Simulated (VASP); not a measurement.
# Pb (I4/mmm) in VASP: notebook

Pb is run at these levels: PBEsol; tasks: electric field gradients.

All numbers are computed with VASP 6.6.1; they aren't measurements. Logs are shortened: lines on timing, memory, paths and dates and some standing lists are left out, and cuts for length are marked.

### Step 1. The cell of the first run

It takes space group I4/mmm (No. 139, tetragonal). The conventional cell has a = 4.019 Å, b = 4.019 Å, c = 3.959 Å, α = 90.00°, β = 90.00°, γ = 90.00°. Pb (site symmetry 4/mmm) has 14 Pb at 3.46 to 4.02 Å within 4.6 Å.

### Step 2. Electric field gradients, PBEsol (x and y stretched by +1.5 %, z held)

The input, INCAR:

```
  ALGO = Normal
  EDIFF = 1E-8
  ENCUT = 520
  GGA = PS
  ISIF = 2
  ISMEAR = -1
  LASPH = T
  LCHARG = F
  LEFG = T
  LREAL = F
  LWAVE = F
  NBANDS = 13
  NELM = 60
  PREC = Accurate
  SIGMA = 0.08
```

The input, KPOINTS:

```
k-points
0
Gamma
  13 13 13
```

The input, POSCAR:

```
Pb
1.0
   -2.0093544602      2.0093544602      1.9796595667
    2.0093544602     -2.0093544602      1.9796595667
    2.0093544602      2.0093544602     -1.9796595667
Pb
1
Direct
    0.0000000000      0.0000000000      0.0000000000
```

Potentials or basis: VASP PAW PBE potentials, release 64 (Pb_d).

Launch:

```sh
> cat potpaw_PBE.64/Pb_d/POTCAR > POTCAR
> mpirun -np 1 vasp_std > vasp.out
```

OUTCAR:

```text
EDIFF = 1E-8
   ENCUT = 520
   GGA = PS
   ISIF = 2
   ISMEAR = -1
   LASPH = T
   LREAL = F
   NELM = 60
   PREC = Accurate

 ion  position               nearest neighbor table
   1  0.000  0.000  0.000-

  LATTYP: Found a body centered tetragonal cell.
 ALAT       =     4.0187089204
 C/A-ratio  =     0.9852216749

  Lattice vectors:

 A1 = (  -2.0093544602,   2.0093544602,   1.9796595667)
 A2 = (   2.0093544602,  -2.0093544602,   1.9796595667)
 A3 = (   2.0093544602,   2.0093544602,  -1.9796595667)

Analysis of symmetry for initial positions (statically):
=====================================================================
 Subroutine PRICEL returns:
 Original cell was already a primitive cell.

 Routine SETGRP: Setting up the symmetry group for a
 body centered tetragonal supercell.

 Subroutine GETGRP returns: Found 16 space group operations
 (whereof 16 operations were pure point group operations)
 out of a pool of 16 trial point group operations.

The static configuration has the point symmetry D_4h.

Analysis of symmetry for dynamics (positions and initial velocities):
=====================================================================
 Subroutine PRICEL returns:
 Original cell was already a primitive cell.

 Routine SETGRP: Setting up the symmetry group for a
 body centered tetragonal supercell.

 Subroutine GETGRP returns: Found 16 space group operations
 (whereof 16 operations were pure point group operations)
 out of a pool of 16 trial point group operations.

The dynamic configuration has the point symmetry D_4h.

 Subroutine INISYM returns: Found 16 space group operations
 (whereof 16 operations are pure point group operations),
 and found     1 'primitive' translations

----------------------------------------------------------------------------------------

                                     Primitive cell

  volume of cell :      31.9715

  direct lattice vectors                    reciprocal lattice vectors
    -2.009354460  2.009354460  1.979659567     0.000000000  0.248836136  0.252568678
     2.009354460 -2.009354460  1.979659567     0.248836136  0.000000000  0.252568678
     2.009354460  2.009354460 -1.979659567     0.248836136  0.248836136  0.000000000

  length of vectors
     3.463244533  3.463244533  3.463244533     0.354556568  0.354556568  0.351907439

  position of ions in fractional coordinates (direct lattice)
     0.000000000  0.000000000  0.000000000

  ion indices of the primitive-cell ions
   primitive index   ion index
                 1           1

----------------------------------------------------------------------------------------

 KPOINTS: k-points

Automatic generation of k-mesh.
 Grid dimensions read from file:
 generate k-points for:   13   13   13

 Generating k-lattice:

  Cartesian coordinates                     Fractional coordinates (reciprocal lattice)
     0.000000000  0.019141241  0.019428360     0.076923077  0.000000000 -0.000000000
     0.019141241  0.000000000  0.019428360     0.000000000  0.076923077 -0.000000000
     0.019141241  0.019141241  0.000000000     0.000000000  0.000000000  0.076923077

  Length of vectors
     0.027273582  0.027273582  0.027069803

  Shift w.r.t. Gamma in fractional coordinates (k-lattice)
     0.000000000  0.000000000  0.000000000

 Subroutine IBZKPT returns following result:
 ===========================================

 Found    196 irreducible k-points:

 Following reciprocal coordinates:
            Coordinates               Weight
  0.000000  0.000000  0.000000      1.000000
  0.076923  0.000000 -0.000000      8.000000
  0.153846 -0.000000  0.000000      8.000000
  0.230769 -0.000000  0.000000      8.000000
  0.307692 -0.000000  0.000000      8.000000
  0.384615 -0.000000  0.000000      8.000000
[... 16 lines left out ...]
  0.384615  0.153846  0.000000     16.000000
  0.461538  0.153846  0.000000     16.000000
 [... further k-points ...]
   k-points           NKPTS =    196   k-points in BZ     NKDIM =    196   number of bands    NBANDS=     13
   number of dos      NEDOS =    301   number of ions     NIONS =      1
   total plane-waves  NPLWV =  21952
   dimension x,y,z NGX =    28 NGY =   28 NGZ =   28
   dimension x,y,z NGXF=    56 NGYF=   56 NGZF=   56
   ions per type =               1
   NGX,Y,Z   is equivalent  to a cutoff of  13.44, 13.44, 13.44 a.u.
   NGXF,Y,Z  is equivalent  to a cutoff of  26.88, 26.88, 26.88 a.u.
 SYSTEM =  unknown system
   PREC   = accura    normal or accurate (medium, high low for compatibility)
   ISTART =      0    job   : 0-new  1-cont  2-samecut
   ICHARG =      2    charge: 1-file 2-atom 10-const
   ISPIN  =      1    spin polarized calculation?
   LNONCOLLINEAR =      F non collinear calculations
   LSORBIT =      F    spin-orbit coupling
   LASPH  =      T    aspherical Exc in radial PAW
   ENCUT  =  520.0 eV  38.22 Ry    6.18 a.u.   6.44  6.44  6.44*2*pi/ulx,y,z
   NELM   =     60;   NELMIN=  2; NELMDL= -5     # of ELM steps
   EDIFF  = 0.1E-07   stopping-criterion for ELM
   LREAL  =      F    real-space projection
   EDIFFG = 0.1E-06   stopping-criterion for IOM
   NSW    =      0    number of steps for IOM
   IBRION =     -1    ionic relax: 0-MD 1-quasi-New 2-CG
   NFREE  =      0    steps in history (QN), initial steepest desc. (CG)
   ISIF   =      2    stress and relaxation
   ISYM   =      2    0-nonsym 1-usesym 2-fastsym
   POTIM  = 0.5000    time-step for ionic-motion
   TEBEG  =    0.0;   TEEND  =   0.0 temperature during run
   PSTRESS=    0.0 pullay stress
   NELECT =      14.0000    total number of electrons
   NUPDOWN=      -1.0000    fix difference up-down
   EMIN   =  10.00;   EMAX   =-10.00  energy-range for DOS
   EFERMI =   0.00;   METHOD = LEGACY
   ISMEAR =    -1;   SIGMA  =   0.08  broadening in eV -4-tet -1-fermi 0-gaus
   EFERMI_NEDOS =   21; number of points for ismear=-14 and -15
   IALGO  =     38    algorithm
   IMIX   =      4    mixing-type and parameters
     AMIX     =   0.40;   BMIX     =  1.00
     AMIX_MAG =   1.60;   BMIX_MAG =  1.00
  volume/ion in A,a.u.               =      31.97       215.75
  Fermi-wavevector in a.u.,A,eV,Ry     =   1.243167  2.349246 21.027333  1.545465
  Thomas-Fermi vector in A             =   2.377490
   LORBIT       =      0    0 simple, 1 ext, 2 COOP (PROOUT), +10 PAW based schemes
   GGA     = PS    functional components
   LHFCALC =     F    Hartree Fock is set to
   AEXX    =    0.0000 exact exchange contribution
   IVDW    =     0    specifies the selected vdW correction
   LEPSILON=     F    determine dielectric tensor
   LRPA    =     F    only Hartree local field effects (RPA)
 non-spin polarized calculation
  energy-cutoff  :      520.00
  volume of cell :       31.97
 maximum number of plane-waves:       891
 NGX is ok and might be reduce to    28
   NGX = 13   NGY = 13   NGZ = 13

 number of electron      13.9999997 magnetization

 Free energy of the ion-electron system (eV)
  ---------------------------------------------------
  ext. energy  EPLUGINS =         0.00000000
  ---------------------------------------------------
  free energy    TOTEN  =        -3.95066655 eV

  energy without entropy =       -3.93875922  energy(sigma->0) =       -3.94471288

 E-fermi :   6.5243     XC(G=0): -10.0923

 val. band max:        6.4908429658   @ k =   0.4615   0.3077   0.0000
 cond. band min:       6.5473656706   @ k =  -0.3077   0.3077   0.2308
 fundamental gap:      0.0565227048
 Fermi energy:         6.5242943062

 k-point     1 :       0.0000    0.0000    0.0000
  band No.  band energies     occupation
      1     -10.4873      2.00000
      2     -10.4794      2.00000
      3     -10.4794      2.00000
      4     -10.2783      2.00000
      5     -10.2691      2.00000
      6      -4.8992      2.00000
      7      13.6723      0.00000
      8      13.6723      0.00000
      9      13.7601      0.00000
     10      17.4951      0.00000
     11      17.4951      0.00000
     12      17.5737      0.00000
     13      17.6648      0.00000

 k-point     2 :       0.0769    0.0000   -0.0000
  band No.  band energies     occupation
      1     -10.4882      2.00000
      2     -10.4742      2.00000
      3     -10.4642      2.00000
      4     -10.2798      2.00000
      5     -10.2725      2.00000
      6      -4.7846      2.00000
      7      12.5261      0.00000
      8      13.2902      0.00000
      9      13.5616      0.00000
     10      16.7115      0.00000
     11      17.1381      0.00000
[... 339 lines left out ...]
 k-point    24 :       0.4615    0.1538    0.0000
  band No.  band energies     occupation
      1     -10.5294      2.00000
      2     -10.4439      2.00000
      3     -10.2945      2.00000
      4     -10.2866      2.00000
      5     -10.1811      2.00000
      6      -1.2511      2.00000
      7       3.3064      2.00000
      8       7.7166      0.00000
      9      10.7269      0.00000
     10      15.0386      0.00000
     11      17.8687      0.00000
     12      19.0276      0.00000
     13      20.0494      0.00000

 [... further k-points ...]
[... 5 lines left out ...]
  --------------------------------------------------------------------------------------
  -------------------------------------------------------------------------------------
  Total       -0.5219792     -0.5219792     -0.5942144      0.0000000      0.0000000      0.0000000
  in kB      -26.1577368    -26.1577368    -29.7776315      0.0000000      0.0000000      0.0000000
  external PRESSURE =     -27.3643683 kB  Pullay stress =       0.0000000 kB

 VOLUME and BASIS-vectors are now :
 -----------------------------------------------------------------------------
  energy-cutoff  :      520.00
  volume of cell :       31.97
      direct lattice vectors                 reciprocal lattice vectors
    -2.009354460  2.009354460  1.979659567     0.000000000  0.248836136  0.252568678
     2.009354460 -2.009354460  1.979659567     0.248836136  0.000000000  0.252568678
     2.009354460  2.009354460 -1.979659567     0.248836136  0.248836136  0.000000000

 POSITION                                       TOTAL-FORCE (eV/Angst)
 -----------------------------------------------------------------------------------
      0.00000      0.00000      0.00000         0.000000      0.000000      0.000000
 -----------------------------------------------------------------------------------
    total drift:                               -0.000000     -0.000000     -0.000000

  FREE ENERGIE OF THE ION-ELECTRON SYSTEM (eV)
  ---------------------------------------------------
  free  energy   TOTEN  =        -3.9506665500 eV

  energy  without entropy=       -3.9387592161  energy(sigma->0) =       -3.94471288

 Electric field gradients (V/A^2)
---------------------------------------------------------------------
 ion       V_xx      V_yy      V_zz      V_xy      V_xz      V_yz
---------------------------------------------------------------------
   1      -4.101    -4.101     8.202    -0.001    -0.001    -0.001
---------------------------------------------------------------------

 Electric field gradients after diagonalization (V/A^2)
 (convention: |V_zz| > |V_xx| > |V_yy|)
----------------------------------------------------------------------
 ion       V_xx      V_yy      V_zz     asymmetry (V_yy - V_xx)/ V_zz
----------------------------------------------------------------------
   1      -4.101    -4.100     8.202       0.000
----------------------------------------------------------------------

           NMR quadrupolar parameters

 Cq : quadrupolar parameter    Cq=e*Q*V_zz/h
 eta: asymmetry parameters     (V_yy - V_xx)/ V_zz
 Q  : nuclear electric quadrupole moment in mb (millibarn)
----------------------------------------------------------------------
 ion       Cq(MHz)       eta       Q (mb)
----------------------------------------------------------------------
   1       0.020       0.000       1.000
----------------------------------------------------------------------
```

Run time: 97 s. Hardware: 1 thread of Intel Xeon 8259CL, shared host; peak memory 0.21 GiB.

What came out:

```
Free energy            : -3.9507 eV
Pressure               : -2.7 GPa
Band gap on the k mesh : zero (band 7 reaches 13.67 eV, above the bottom of band 8 at 4.71 eV)
```

Electric field gradients, principal values (V/Å²):
```csv
atom,least,middle,greatest (by size)
1 Pb,-4.100,-4.101,8.202
```

Caveat: the cell differs from its parent crystal (x and y stretched by +1.5 %, z held); without QUAD_EFG the Cq values of the log hold for a quadrupole moment of 1 mb, not for the nuclei; the PAW data sets were made with another functional, which shifts forces and pressure a little; spin-orbit coupling is left out, which moves the levels of the heavy elements.

(Part 1 of 2 ends here.)
